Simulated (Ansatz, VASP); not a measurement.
**YF: VASP beside Ansatz**

```
Y F
1.0
     3.87215    0.00000    0.00000
    -1.93607    3.35338    0.00000
     0.00000    0.00000    6.38138
Y F
2 2
Direct
  0.33333 0.66667 0.37251
  0.66667 0.33333 0.87251
  0.33333 0.66667 0.00063
  0.66667 0.33333 0.50063
```

Alike in both runs: task single point; functional PBE; k mesh 6 × 6 × 4; occupations gaussian, width 0.1 eV; collinear spin.

|  | VASP | Ansatz |
| --- | --- | --- |
| version | VASP 6.6.1 | Ansatz 0.2.0 |
| potentials or method | VASP PAW PBE potentials, release 64 (Y_sv, F), cutoff 520 eV | scalar-relativistic, plane waves, PAW |
| valence electrons in the cell | 36 | 36 |

|  | VASP | Ansatz | Ansatz less VASP |
| --- | --- | --- | --- |
| gap on the k mesh at the Fermi level (eV) | none | none | - |
| pressure (GPa) | 0.0 | 0.1 | +0.09 |
| traceless stress, the component that is largest in VASP (GPa) | -0.06 | -0.06 | +0.001 |
| rms of the force components (eV/Å) | 0.013 | 0.013 | -0.0008 |
| net moment per atom (μB) | 0.00 | 0.00 | 0.000 |

Atom by atom the forces differ by 0.001 eV/Å (rms over components). A gap of «none» marks a metal or a gap that the smearing closes. Ansatz's warnings: seeded moment not kept.
